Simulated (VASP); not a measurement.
**NaF (Villiaumite): single point with PBEsol**

The system is NaF (Villiaumite).

```xyz
2
Lattice="0.0000 2.2044 2.2044 2.2044 0.0000 2.2044 2.2044 2.2044 0.0000" Properties=species:S:1:pos:R:3 pbc="T T T"
Na    0.0000    0.0000    0.0000
F     2.2044    2.2044    2.2044
```

```yaml
Program: VASP 6.6.1
Task: single point
Functional: PBEsol
Potentials_or_basis: VASP PAW PBE potentials, release 64 (Na_pv, F)
Cutoff: 600 eV
k_mesh: 10 × 10 × 10
Occupations: fermi-dirac, width 0.05 eV
Spin: no spin polarisation
```

```yaml
Pressure: 10.0 GPa
Band_gap_on_the_k_mesh: 7.02 eV, direct
```

Levels at points of the mesh, in eV from the valence-band top:
```tsv
k point	band 5	band 6	band 7	band 8	band 9	band 10
(0.00, 0.00, 0.00)	0.00	0.00	0.00	7.02	19.89	19.89
(0.50, 0.00, 0.00)	-1.98	-0.35	-0.35	11.54	13.64	21.62
(0.50, 0.50, 0.00)	-1.54	-0.49	-0.49	13.56	14.26	15.06
```

Wall time 32 s on 1 thread of Intel Xeon 8259CL, with other jobs on the host, peak memory 0.16 GiB.

Caveat: the PAW data sets were made with another functional, which shifts forces and pressure a little. A k mesh can miss the band edges.
